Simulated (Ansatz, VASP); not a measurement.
Two plane-wave programs on Be2ZnTe2O

File INCAR:

```
SYSTEM = Be2ZnTe2O
ALGO = Normal
EDIFF = 1E-6
EDIFFG = -0.04
ENCUT = 600
GGA = PE
IBRION = 2
ISIF = 3
ISMEAR = 0
LASPH = .TRUE.
LCHARG = .FALSE.
LREAL = .FALSE.
LWAVE = .FALSE.
NELM = 80
NSW = 90
PREC = Accurate
SIGMA = 0.1
```

KPOINTS

```
k-points
0
G
  6 6 2
  0 0 0
```

The input POSCAR:

```
Be2ZnTe2O
1.0
    4.2176257000      0.0000000000      0.0000000000
   -2.1088128500      3.6525710000      0.0000000000
    0.0000000000      0.0000000000      7.8938027700
Be Zn Te O
2 1 2 1
Direct
    0.3333333300      0.6666666700      0.3637280900
    0.6666666700      0.3333333300      0.6362719100
    0.0000000000      0.0000000000      0.0000000000
    0.0000000000      0.0000000000      0.2768095800
    0.0000000000      0.0000000000      0.7231904200
    0.0000000000      0.0000000000      0.5000000000
```

Input for Ansatz:

```yaml
crystal:
  lattice:
    - [4.2176257, 0.0, 0.0]
    - [-2.10881285, 3.652571, 0.0]
    - [0.0, 0.0, 7.89380277]
  atoms:
    - { symbol: Be, position: [0.33333333, 0.66666667, 0.36372809] }
    - { symbol: Be, position: [0.66666667, 0.33333333, 0.63627191] }
    - { symbol: Zn, position: [0.0, 0.0, 0.0] }
    - { symbol: Te, position: [0.0, 0.0, 0.27680958] }
    - { symbol: Te, position: [0.0, 0.0, 0.72319042] }
    - { symbol: O, position: [0.0, 0.0, 0.5] }
basis:
  ecutwfc: 420
kpoints:
  mp_grid: { grid: [6, 6, 2] }
hamiltonian:
  xc: pbe
scf:
  occupations: { method: gaussian, width: 0.1 }
  lower_state_search: "off"
output:
  forces: true
  stress: true
  eigenvalues: true
relax:
  adjacent_minimum: "off"
  f_tol: 0.04
  max_steps: 70
  cell: { stress_tol: 0.4 }
```

Alike in both runs: task relaxation of cell and atoms; functional PBE; k mesh 6 × 6 × 2; occupations gaussian, width 0.1 eV; no spin polarisation.

```csv
,VASP,Ansatz
version,VASP 6.6.1,Ansatz 0.2.0
potentials or method,"VASP PAW PBE potentials, release 64 (Be, Zn, Te, O), cutoff 600 eV","scalar-relativistic, plane waves, PAW"
valence electrons in the cell,34,54
```

|  | VASP | Ansatz | Ansatz less VASP |
| --- | --- | --- | --- |
| gap on the k mesh at the Fermi level, each at its own relaxed structure (eV) | none | none | - |
| relaxed volume (Å³/atom) | 21.11 | 20.42 | -0.691 |
| relaxed cell length with the largest relative difference (Å) | 3.793 | 3.713 | -0.0803 |

A gap of «none» marks a metal or a gap that the smearing closes. VASP's potentials hold 34 valence electrons a cell and Ansatz's 54, so a difference there can come from the potentials and not from the codes.

The k mesh is coarse, so the values compare programs but aren't converged. Spin-orbit coupling is off throughout.
